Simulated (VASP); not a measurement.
A run of VASP 6.6.1 is set up as follows.

File INCAR:

```
ALGO     = Normal         # electronic algorithm
EDIFF    = 1E-7           # SCF threshold, eV
ENCUT    = 520            # plane-wave cutoff, eV
GGA      = CA             # functional
ISIF     = 2              # what is computed and relaxed
ISMEAR   = 0              # smearing method
LASPH    = T              # aspherical terms in the spheres
LCHARG   = T              # write CHGCAR
LELF     = T              # ELF
LREAL    = F              # projectors in reciprocal space
LVHAR    = T            
LWAVE    = F              # write WAVECAR
NBANDS   = 35             # bands
NELM     = 100            # most SCF steps
PREC     = Accurate       # precision mode
SIGMA    = 0.05           # smearing width, eV
```

Contents of KPOINTS:

```
k-points
0
Gamma
  6 6 8
```

POSCAR

```
SnO2
1.0
    4.7207174017      0.0000000000      0.0000000000
    0.0000000000      4.7207174017      0.0000000000
    0.0000000000      0.0000000000      3.1887553105
Sn O
2 4
Direct
    0.0000000000      0.0000000000     -0.0263425669
    0.5000000000      0.5000000000      0.5263425669
    0.2523626180      0.3598504812      0.0153265387
    0.2476373820      0.8598504812      0.4846734613
    0.7476373820      0.6401495188      0.0153265387
    0.7523626180      0.1401495188      0.4846734613
```

Potentials or basis: VASP PAW LDA potentials, release 64 (Sn_d, O).

Command:

```sh
$ cat potpaw_LDA.64/Sn_d/POTCAR potpaw_LDA.64/O/POTCAR > POTCAR
$ mpirun -np 1 vasp_std > vasp.out
```

What does it give for the band gap on the k mesh?

1.35 eV (least direct gap 1.46 eV).

Estimate the pressure.

-4.4 GPa.

Stress tensor (GPa, compression positive):
```
-5.40  0.00  0.00
 0.00 -2.94  0.00
 0.00  0.00 -4.83
```

Caveat: the cell differs from its parent crystal (atoms displaced along a vibrational mode); the cell stands under tension; spin-orbit coupling is left out, which moves the levels of the heavy elements. A k mesh can miss the band edges.
